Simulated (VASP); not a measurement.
TaN: single point with PBEsol

The system is TaN.

```xyz
2
Lattice="0.0000 2.4911 2.4911 2.4911 0.0000 2.4911 2.4911 2.4911 0.0000" Properties=species:S:1:pos:R:3 pbc="T T T"
Ta    0.0000    0.0000    0.0000
N     1.2456    1.2456    1.2456
```

```yaml
Program: VASP 6.6.1
Task: single point
Functional: PBEsol
Potentials_or_basis: VASP PAW PBE potentials, release 64 (Ta_pv, N)
Cutoff: 520 eV
k_mesh: 5 × 5 × 5
Occupations: fermi-dirac, width 0.05 eV
Spin: no spin polarisation
Dipole_correction: no
Further_INCAR_settings: ALGO = Normal; EDIFF = 1e-06; NBANDS = 15
```

- Pressure: -30.9 GPa
- Band gap on the k mesh: zero (bands 8 and 9 overlap by 0.61 eV)

Levels at points of the mesh, in eV from the Fermi level:
| k point | band 4 | band 5 | band 6 | band 7 | band 8 | band 9 | band 10 | band 11 | band 12 | band 13 |
| --- | --- | --- | --- | --- | --- | --- | --- | --- | --- | --- |
| (0.00, 0.00, 0.00) | -16.50 | -6.06 | -6.06 | -6.06 | -1.32 | 0.36 | 0.36 | 4.91 | 4.91 | 4.91 |

It took 14 s on 1 thread of Intel Xeon 8259CL (shared host), peak memory 0.15 GiB.

Caveat: the k points lie up to 0.44 Å⁻¹ apart, too coarse for converged energies and pressures of a metal; the PAW data sets were made with another functional, which shifts forces and pressure a little; spin-orbit coupling is left out, which moves the levels of the heavy elements.
